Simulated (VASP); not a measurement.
# SnO (P4/nmm) in VASP: further runs

Runs on SnO. Level: PBEsol+D3(BJ). Tasks: single point.

Program: VASP 6.6.1. These are calculated values, not measurements. Logs are shortened: lines on timing, memory, paths and dates and some standing lists are left out, and cuts for length are marked.

### 1 The cell of the first run

The structure is tetragonal, space group P4/nmm (No. 129). The conventional cell has a = 3.909 Å, b = 3.909 Å, c = 4.575 Å, α = 90.00°, β = 90.00°, γ = 90.00°. Sn (site symmetry 4mm) has 4 O at 2.24 Å within 3.0 Å. Within 3.0 Å of O (site symmetry -4m2) lie 4 Sn at 2.24 Å and 4 O at 2.76 Å.

### 2 Single point, PBEsol+D3(BJ)

Contents of INCAR:

```
PREC     = Accurate       # precision mode
ENCUT    = 520            # plane-wave cutoff, eV
EDIFF    = 1E-7           # SCF threshold, eV
ISMEAR   = 0              # smearing method
SIGMA    = 0.15           # smearing width, eV
LREAL    = F              # projectors in reciprocal space
LASPH    = T              # aspherical terms in the spheres
NELM     = 80             # most SCF steps
ALGO     = Normal         # electronic algorithm
ISIF     = 2              # what is computed and relaxed
LWAVE    = F              # write WAVECAR
LCHARG   = F              # write CHGCAR
GGA      = PS             # functional
IVDW     = 12             # dispersion correction
NBANDS   = 28             # bands
```

Contents of KPOINTS:

```
Automatic mesh
0
Gamma
  14 14 12
```

Contents of POSCAR:

```
SnO
1.0
    3.9091545137      0.0000000000      0.0000000000
    0.0000000000      3.9091545137      0.0000000000
    0.0000000000      0.0000000000      4.5745127643
Sn O
2 2
Direct
    0.0000000000      0.5000000000      0.2385000000
    0.5000000000      0.0000000000      0.7615000000
    0.0000000000      0.0000000000      0.0000000000
    0.5000000000      0.5000000000      0.0000000000
```

Potentials or basis: VASP PAW PBE potentials, release 64 (Sn_d, O).

Started as:

```bash
$ cat potpaw_PBE.64/Sn_d/POTCAR potpaw_PBE.64/O/POTCAR > POTCAR
$ mpirun -np 1 vasp_std > vasp.out
```

OUTCAR:

```text
PREC = Accurate
   ENCUT = 520
   EDIFF = 1E-7
   ISMEAR = 0
   LREAL = F
   LASPH = T
   NELM = 80
   ISIF = 2
   GGA = PS
   IVDW = 12
 IVDW          = 12

 ion  position               nearest neighbor table
   1  0.000  0.500  0.239-   3 2.24   4 2.24   3 2.24   4 2.24   2 3.52   2 3.52   2 3.52   2 3.52
                             2 3.66   2 3.66   2 3.66   2 3.66
   2  0.500  0.000  0.761-   3 2.24   4 2.24   4 2.24   3 2.24   1 3.52   1 3.52   1 3.52   1 3.52
                             1 3.66   1 3.66   1 3.66   1 3.66
   3  0.000  0.000  0.000-   1 2.24   2 2.24   1 2.24   2 2.24
   4  0.500  0.500  0.000-   1 2.24   2 2.24   2 2.24   1 2.24

  LATTYP: Found a simple tetragonal cell.
 ALAT       =     3.9091545137
 C/A-ratio  =     1.1702051552

  Lattice vectors:

 A1 = (   3.9091545137,   0.0000000000,   0.0000000000)
 A2 = (   0.0000000000,   3.9091545137,   0.0000000000)
 A3 = (   0.0000000000,   0.0000000000,   4.5745127643)

Analysis of symmetry for initial positions (statically):
=====================================================================
 Subroutine PRICEL returns:
 Original cell was already a primitive cell.

 Routine SETGRP: Setting up the symmetry group for a
 simple tetragonal supercell.

 Subroutine GETGRP returns: Found 16 space group operations
 (whereof  8 operations were pure point group operations)
 out of a pool of 16 trial point group operations.

The static configuration has the point symmetry D_2d.
 The point group associated with its full space group is D_4h.

Analysis of symmetry for dynamics (positions and initial velocities):
=====================================================================
 Subroutine PRICEL returns:
 Original cell was already a primitive cell.

 Routine SETGRP: Setting up the symmetry group for a
 simple tetragonal supercell.

 Subroutine GETGRP returns: Found 16 space group operations
 (whereof  8 operations were pure point group operations)
 out of a pool of 16 trial point group operations.

The dynamic configuration has the point symmetry D_2d.
 The point group associated with its full space group is D_4h.

 Subroutine INISYM returns: Found 16 space group operations
 (whereof  8 operations are pure point group operations),
 and found     1 'primitive' translations

----------------------------------------------------------------------------------------

                                     Primitive cell

  volume of cell :      69.9054

  direct lattice vectors                    reciprocal lattice vectors
     3.909154514  0.000000000  0.000000000     0.255809791  0.000000000  0.000000000
     0.000000000  3.909154514  0.000000000     0.000000000  0.255809791  0.000000000
     0.000000000  0.000000000  4.574512764     0.000000000  0.000000000  0.218602516

  length of vectors
     3.909154514  3.909154514  4.574512764     0.255809791  0.255809791  0.218602516

  position of ions in fractional coordinates (direct lattice)
     0.000000000  0.500000000  0.238500000
     0.500000000  0.000000000  0.761500000
     0.000000000  0.000000000  0.000000000
     0.500000000  0.500000000  0.000000000

  ion indices of the primitive-cell ions
   primitive index   ion index
                 1           1
                 2           2
                 3           3
                 4           4

----------------------------------------------------------------------------------------

 KPOINTS: Automatic mesh

Automatic generation of k-mesh.
 Grid dimensions read from file:
 generate k-points for:   14   14   12

 Generating k-lattice:

  Cartesian coordinates                     Fractional coordinates (reciprocal lattice)
     0.018272128  0.000000000  0.000000000     0.071428571  0.000000000  0.000000000
     0.000000000  0.018272128  0.000000000     0.000000000  0.071428571  0.000000000
     0.000000000  0.000000000  0.018216876     0.000000000  0.000000000  0.083333333

  Length of vectors
     0.018272128  0.018272128  0.018216876

  Shift w.r.t. Gamma in fractional coordinates (k-lattice)
     0.000000000  0.000000000  0.000000000

 Subroutine IBZKPT returns following result:
 ===========================================

 Found    252 irreducible k-points:

 Following reciprocal coordinates:
            Coordinates               Weight
  0.000000  0.000000  0.000000      1.000000
  0.071429  0.000000  0.000000      4.000000
  0.142857  0.000000  0.000000      4.000000
  0.214286  0.000000  0.000000      4.000000
  0.285714  0.000000  0.000000      4.000000
  0.357143  0.000000  0.000000      4.000000
[... 16 lines left out ...]
  0.285714  0.214286  0.000000      8.000000
  0.357143  0.214286  0.000000      8.000000
 [... further k-points ...]
   k-points           NKPTS =    252   k-points in BZ     NKDIM =    252   number of bands    NBANDS=     28
   number of dos      NEDOS =    301   number of ions     NIONS =      4
   total plane-waves  NPLWV =  32400
   dimension x,y,z NGX =    30 NGY =   30 NGZ =   36
   dimension x,y,z NGXF=    60 NGYF=   60 NGZF=   72
   ions per type =               2   2
   NGX,Y,Z   is equivalent  to a cutoff of  12.76, 12.76, 13.08 a.u.
   NGXF,Y,Z  is equivalent  to a cutoff of  25.52, 25.52, 26.17 a.u.
 SYSTEM =  unknown system
   PREC   = accura    normal or accurate (medium, high low for compatibility)
   ISTART =      0    job   : 0-new  1-cont  2-samecut
   ICHARG =      2    charge: 1-file 2-atom 10-const
   ISPIN  =      1    spin polarized calculation?
   LNONCOLLINEAR =      F non collinear calculations
   LSORBIT =      F    spin-orbit coupling
   LASPH  =      T    aspherical Exc in radial PAW
   ENCUT  =  520.0 eV  38.22 Ry    6.18 a.u.   7.27  7.27  8.51*2*pi/ulx,y,z
   NELM   =     80;   NELMIN=  2; NELMDL= -5     # of ELM steps
   EDIFF  = 0.1E-06   stopping-criterion for ELM
   LREAL  =      F    real-space projection
   EDIFFG = 0.1E-05   stopping-criterion for IOM
   NSW    =      0    number of steps for IOM
   IBRION =     -1    ionic relax: 0-MD 1-quasi-New 2-CG
   NFREE  =      0    steps in history (QN), initial steepest desc. (CG)
   ISIF   =      2    stress and relaxation
   ISYM   =      2    0-nonsym 1-usesym 2-fastsym
   POTIM  = 0.5000    time-step for ionic-motion
   TEBEG  =    0.0;   TEEND  =   0.0 temperature during run
   PSTRESS=    0.0 pullay stress
   NELECT =      40.0000    total number of electrons
   NUPDOWN=      -1.0000    fix difference up-down
   EMIN   =  10.00;   EMAX   =-10.00  energy-range for DOS
   EFERMI =   0.00;   METHOD = LEGACY
   ISMEAR =     0;   SIGMA  =   0.15  broadening in eV -4-tet -1-fermi 0-gaus
   EFERMI_NEDOS =   21; number of points for ismear=-14 and -15
   IALGO  =     38    algorithm
   IMIX   =      4    mixing-type and parameters
     AMIX     =   0.40;   BMIX     =  1.00
     AMIX_MAG =   1.60;   BMIX_MAG =  1.00
  volume/ion in A,a.u.               =      17.48       117.94
  Fermi-wavevector in a.u.,A,eV,Ry     =   1.359121  2.568365 25.132801  1.847209
  Thomas-Fermi vector in A             =   2.485896
   LORBIT       =      0    0 simple, 1 ext, 2 COOP (PROOUT), +10 PAW based schemes
   GGA     = PS    functional components
   LHFCALC =     F    Hartree Fock is set to
   AEXX    =    0.0000 exact exchange contribution
   IVDW    =    12    specifies the selected vdW correction
   LEPSILON=     F    determine dielectric tensor
   LRPA    =     F    only Hartree local field effects (RPA)
 non-spin polarized calculation
 Gauss-broadening in eV      SIGMA  =   0.15
  energy-cutoff  :      520.00
  volume of cell :       69.91
 maximum number of plane-waves:      1921
 NGX is ok and might be reduce to    30

 number of electron      39.9999990 magnetization

 Free energy of the ion-electron system (eV)
  ---------------------------------------------------
  ext. energy  EPLUGINS =         0.00000000
  ---------------------------------------------------
  free energy    TOTEN  =       -24.15309095 eV

  energy without entropy =      -24.15294319  energy(sigma->0) =      -24.15301707

 E-fermi :   6.9437     XC(G=0): -10.5208

 val. band max:        6.7022235582   @ k =   0.1429   0.1429   0.0000
 cond. band min:       7.0565734396   @ k =   0.5000   0.5000   0.0000
 fundamental gap:      0.3543498814
 Fermi energy:         6.9437173961

 k-point     1 :       0.0000    0.0000    0.0000
  band No.  band energies     occupation
      1     -14.8952      2.00000
      2     -14.4670      2.00000
      3     -14.4670      2.00000
      4     -14.4237      2.00000
      5     -14.4218      2.00000
      6     -14.4118      2.00000
[... 20 lines left out ...]
     27      13.7803      0.00000
     28      14.0398      0.00000

 k-point     2 :       0.0714    0.0000    0.0000
  band No.  band energies     occupation
      1     -14.8917      2.00000
      2     -14.4656      2.00000
      3     -14.4653      2.00000
      4     -14.4238      2.00000
      5     -14.4200      2.00000
      6     -14.4120      2.00000
[... 20 lines left out ...]
     27      13.8430      0.00000
     28      14.4167      0.00000

 k-point     3 :       0.1429    0.0000    0.0000
  band No.  band energies     occupation
      1     -14.8815      2.00000
      2     -14.4616      2.00000
      3     -14.4602      2.00000
      4     -14.4481      2.00000
      5     -14.4147      2.00000
      6     -14.4124      2.00000
[... 20 lines left out ...]
     27      13.9193      0.00000
     28      15.3236      0.00000

 k-point     4 :       0.2143    0.0000    0.0000
  band No.  band energies     occupation
      1     -14.8651      2.00000
      2     -14.5056      2.00000
      3     -14.4552      2.00000
      4     -14.4521      2.00000
      5     -14.4131      2.00000
      6     -14.4062      2.00000
[... 578 lines left out ...]
     27      15.2273      0.00000
     28      15.4606      0.00000

 k-point    23 :       0.2857    0.2143    0.0000
  band No.  band energies     occupation
      1     -14.8321      2.00000
      2     -14.6364      2.00000
      3     -14.4535      2.00000
      4     -14.4115      2.00000
      5     -14.4111      2.00000
      6     -14.4059      2.00000
[... 20 lines left out ...]
     27      14.6979      0.00000
     28      15.5759      0.00000

 k-point    24 :       0.3571    0.2143    0.0000
  band No.  band energies     occupation
      1     -14.8145      2.00000
      2     -14.6841      2.00000
      3     -14.4429      2.00000
      4     -14.4125      2.00000
      5     -14.4082      2.00000
      6     -14.4048      2.00000
[... 20 lines left out ...]
     27      14.6293      0.00000
     28      15.4898      0.00000

 [... further k-points ...]

------------------------ aborting loop because EDIFF is reached ----------------------------------------

 Edisp (eV)   -0.86318

 E8    (eV) :    -0.5708

  FORCE on cell =-STRESS in cart. coord.  units (eV):
  Direction    XX          YY          ZZ          XY          YZ          ZX
  --------------------------------------------------------------------------------------
  -------------------------------------------------------------------------------------
  Total      -2.13997    -2.13997     0.06744     0.00000     0.00000     0.00000
  in kB     -49.04657   -49.04657     1.54566     0.00000     0.00000     0.00000
  external pressure =      -32.18 kB  Pullay stress =        0.00 kB

 VOLUME and BASIS-vectors are now :
 -----------------------------------------------------------------------------
  energy-cutoff  :      520.00
  volume of cell :       69.91
      direct lattice vectors                 reciprocal lattice vectors
     3.909154514  0.000000000  0.000000000     0.255809791  0.000000000  0.000000000
     0.000000000  3.909154514  0.000000000     0.000000000  0.255809791  0.000000000
     0.000000000  0.000000000  4.574512764     0.000000000  0.000000000  0.218602516

 POSITION                                       TOTAL-FORCE (eV/Angst)
 -----------------------------------------------------------------------------------
      0.00000      1.95458      1.09102        -0.000000      0.000000      0.417971
      1.95458      0.00000      3.48349         0.000000      0.000000     -0.417971
      0.00000      0.00000      0.00000        -0.000000     -0.000000      0.000000
      1.95458      1.95458      0.00000         0.000000      0.000000      0.000000
 -----------------------------------------------------------------------------------
    total drift:                                0.000000      0.000000     -0.000000

  FREE ENERGIE OF THE ION-ELECTRON SYSTEM (eV)
  ---------------------------------------------------
  free  energy   TOTEN  =       -25.0162681960 eV

  energy  without entropy=      -25.0161204422  energy(sigma->0) =      -25.01619432
```

Run time: 4.2 min. Hardware: 1 thread of AMD EPYC 9R45 (Zen 5), shared host; peak memory 0.45 GiB.

What came out:

| Property | Result |
| --- | --- |
| Free energy | -25.0163 eV |
| Pressure | -3.2 GPa |
| Largest force | 0.418 eV/Å |
| Band gap on the k mesh | 0.35 eV (least direct gap 1.75 eV) |
| Dispersion energy per atom | -0.216 eV |

Forces in eV/Å, atoms in the order of the input:
```
Sn   0.000  0.000  0.418
Sn   0.000  0.000 -0.418
O    0.000  0.000  0.000
O    0.000  0.000  0.000
```

Caveat: the cell stands under tension; the PAW data sets were made with another functional, which shifts forces and pressure a little; spin-orbit coupling is left out, which moves the levels of the heavy elements.

### 3 Single point, PBEsol+D3(BJ)

This run uses another cell than the first one, of the same volume but with other edges.

Contents of INCAR:

```
PREC = Accurate ; ENCUT = 520
EDIFF = 1E-6 ; ISMEAR = 0
SIGMA = 0.15 ; LREAL = False
LASPH = True ; NELM = 100
ALGO = Normal ; ISIF = 2
LWAVE = False ; LCHARG = False
GGA = PS ; IVDW = 12
NBANDS = 28
```

KPOINTS is that of step 2.

Contents of POSCAR:

```
SnO
1.0
    4.0955803458      0.0000000000      0.0000000000
    0.0000000000      4.0955803458      0.0000000000
    0.0000000000      0.0000000000      4.1675384644
Sn O
2 2
Direct
    0.0000000000      0.5000000000      0.2385000000
    0.5000000000      0.0000000000      0.7615000000
    0.0000000000      0.0000000000      0.0000000000
    0.5000000000      0.5000000000      0.0000000000
```

Potentials or basis: VASP PAW PBE potentials, release 64 (Sn_d, O).

Started as:

```bash
$ cat potpaw_PBE.64/Sn_d/POTCAR potpaw_PBE.64/O/POTCAR > POTCAR
$ mpirun -np 1 vasp_std > vasp.out
```

It took 3.2 min on 1 thread of AMD EPYC 9R45 (Zen 5), shared host; peak memory 0.45 GiB.

Results (log left out):

- Free energy: -24.6810 eV
- Pressure: -5.6 GPa
- Largest force: 0.427 eV/Å
- Band gap on the k mesh: 0.79 eV (least direct gap 1.21 eV)
- Dispersion energy per atom: -0.216 eV

Forces in eV/Å, atoms in the order of the input:
```
Sn   0.000  0.000  0.427
Sn   0.000  0.000 -0.427
O    0.000  0.000  0.000
O    0.000  0.000  0.000
```

Stress tensor (GPa, compression positive):
```
-9.15  0.00  0.00
 0.00 -9.15  0.00
 0.00  0.00  1.44
```

Levels at points of the mesh, in eV from the valence-band top:
| k point | band 17 | band 18 | band 19 | band 20 | band 21 | band 22 | band 23 | band 24 |
| --- | --- | --- | --- | --- | --- | --- | --- | --- |
| (0.00, 0.00, 0.00) | -2.83 | -2.83 | -2.37 | -0.60 | 2.48 | 5.03 | 5.03 | 5.89 |
| (0.50, 0.00, 0.00) | -3.50 | -3.50 | -1.35 | -1.35 | 4.00 | 4.00 | 6.06 | 6.06 |
| (0.50, 0.50, 0.00) | -2.11 | -2.11 | -0.57 | -0.57 | 0.79 | 0.79 | 6.24 | 6.24 |
| (0.00, 0.00, 0.50) | -2.82 | -2.65 | -2.42 | -0.25 | 0.99 | 2.76 | 3.12 | 3.12 |
| (0.50, 0.00, 0.50) | -4.15 | -4.15 | -0.58 | -0.58 | 3.17 | 3.17 | 5.33 | 5.33 |
| (0.50, 0.50, 0.50) | -2.14 | -2.14 | -2.10 | -2.10 | 3.76 | 3.76 | 5.11 | 5.11 |

Caveat: the cell stands under tension; the PAW data sets were made with another functional, which shifts forces and pressure a little; spin-orbit coupling is left out, which moves the levels of the heavy elements.
